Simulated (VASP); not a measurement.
Set up this calculation in VASP 6.6.1, as the native input.

```
Task                   : single point
Functional             : PBE
Potentials or basis    : VASP PAW PBE potentials, release 64 (Ga_d, O)
Cutoff                 : 520 eV
k mesh                 : 6 × 6 × 6
Occupations            : gaussian, width 0.1 eV
Spin                   : no spin polarisation
Dipole correction      : no
Further INCAR settings : ALGO = Normal; EDIFF = 1e-06; NBANDS = 24
```

The structure of GaO3 lies in POSCAR:

```
GaO3
1.0
   -2.0756085324      2.0756085324      2.0756085324
    2.0756085324     -2.0756085324      2.0756085324
    2.0756085324      2.0756085324     -2.0756085324
Ga O
1 3
Direct
    0.0000000000      0.0000000000      0.0000000000
    0.0000000000      0.5000000000      0.5000000000
    0.5000000000      0.0000000000      0.5000000000
    0.5000000000      0.5000000000      0.0000000000
```

The cell was generated, and may not be a known phase.

These files were run (other wordings do the same):

INCAR

```
  PREC = Accurate
  ENCUT = 520
  EDIFF = 1E-6
  ISMEAR = 0
  SIGMA = 0.1
  LREAL = F
  LASPH = T
  NELM = 60
  ALGO = Normal
  ISIF = 2
  LWAVE = F
  LCHARG = F
  GGA = PE
  NBANDS = 24
```

KPOINTS

```
regular mesh
0
Gamma
  6 6 6
```

Potentials or basis: VASP PAW PBE potentials, release 64 (Ga_d, O).

The run is started by

```console
$ cat potpaw_PBE.64/Ga_d/POTCAR potpaw_PBE.64/O/POTCAR > POTCAR
$ mpirun -np 1 vasp_std > vasp.out
```

Results of the run:

- Pressure: 0.4 GPa
- Band gap on the k mesh: zero (an odd number of electrons rules out a gap without spin polarisation)

Caveat: an odd number of electrons without spin polarisation forces a metal; a magnetic or distorted state may lie lower.

Wall time 12 s on 1 thread of AMD EPYC 7R13 (shared host), peak memory 0.13 GiB.
